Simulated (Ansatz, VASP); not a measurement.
# GaN in VASP and in Ansatz

```xyz
4
Lattice="3.1800 0.0000 0.0000 -1.5900 2.7540 0.0000 0.0000 0.0000 5.1660" Properties=species:S:1:pos:R:3 pbc="T T T"
Ga    0.0000    1.8360   -0.1800
Ga    1.5900    0.9180    2.5830
N     0.0000    1.8360    1.9373
N     1.5900    0.9180    4.5203
```

Alike in both runs: task single point; functional r2SCAN; k mesh 12 × 12 × 6; occupations gaussian, width 0.05 eV; no spin polarisation.

|  | VASP | Ansatz |
| --- | --- | --- |
| version | VASP 6.6.1 | Ansatz 0.2.0 |
| potentials or method | VASP PAW PBE potentials, release 64 (Ga_d, N), cutoff 660 eV | scalar-relativistic, plane waves, PAW |
| valence electrons in the cell | 36 | 36 |

Ansatz gave:

- gap on the k mesh at the Fermi level (eV): 2.16
- least direct gap on the mesh (eV): 2.16
- pressure (GPa): 2.7
- traceless stress, the component that is largest in VASP (GPa): -3.71
- rms of the force components (eV/Å): 0.927

Estimate VASP's values.

gap on the k mesh at the Fermi level (eV): 2.15; least direct gap on the mesh (eV): 2.15; pressure (GPa): 3.8; traceless stress, the component that is largest in VASP (GPa): -4.00; rms of the force components (eV/Å): 0.941.

VASP's potentials were made for PBE, not for r2SCAN. Atom by atom the forces differ by 0.016 eV/Å (rms over components).
